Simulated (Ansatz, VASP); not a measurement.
**TaSi2: VASP beside Ansatz**

```
Ta Si
1.0
    -4.80571    0.00000    0.00000
    -2.40285   -4.16186    0.00000
     0.00000    0.00000   12.89469
Ta Si
6 12
Direct
  0.50000 0.00000 0.08529
  0.50000 0.00000 0.59692
  0.00000 0.50000 0.25583
  0.00000 0.50000 0.76747
  0.50000 0.50000 0.93801
  0.50000 0.50000 0.42638
  0.15892 0.68216 0.08529
  0.15892 0.68216 0.59692
  0.31784 0.84108 0.25583
  0.31784 0.84108 0.76747
  0.15892 0.15892 0.93801
  0.15892 0.15892 0.42638
  0.84108 0.31784 0.08529
  0.84108 0.31784 0.59692
  0.68216 0.15892 0.25583
  0.68216 0.15892 0.76747
  0.84108 0.84108 0.93801
  0.84108 0.84108 0.42638
```

Alike in both runs: task single point; functional PBE; k mesh 9 × 9 × 3; occupations gaussian, width 0.15 eV; no spin polarisation.

```csv
,VASP,Ansatz
version,VASP 6.6.1,Ansatz 0.2.0
potentials or method,"VASP PAW PBE potentials, release 64 (Ta_pv, Si), cutoff 520 eV","scalar-relativistic, plane waves, PAW"
valence electrons in the cell,114,126
```

|  | VASP | Ansatz | Ansatz less VASP |
| --- | --- | --- | --- |
| gap on the k mesh at the Fermi level (eV) | none | none | - |
| pressure (GPa) | 7.2 | 7.1 | -0.12 |
| traceless stress, the component that is largest in VASP (GPa) | 7.71 | 7.72 | +0.002 |
| rms of the force components (eV/Å) | 1.136 | 1.135 | -0.0012 |

Atom by atom the forces differ by 0.004 eV/Å (rms over components). A gap of «none» marks a metal or a gap that the smearing closes. The functional is the same, so the differences come from potentials, cutoffs and numerics. VASP's potentials hold 114 valence electrons a cell and Ansatz's 126, so a difference there can come from the potentials and not from the codes.

Spin-orbit coupling is off throughout.
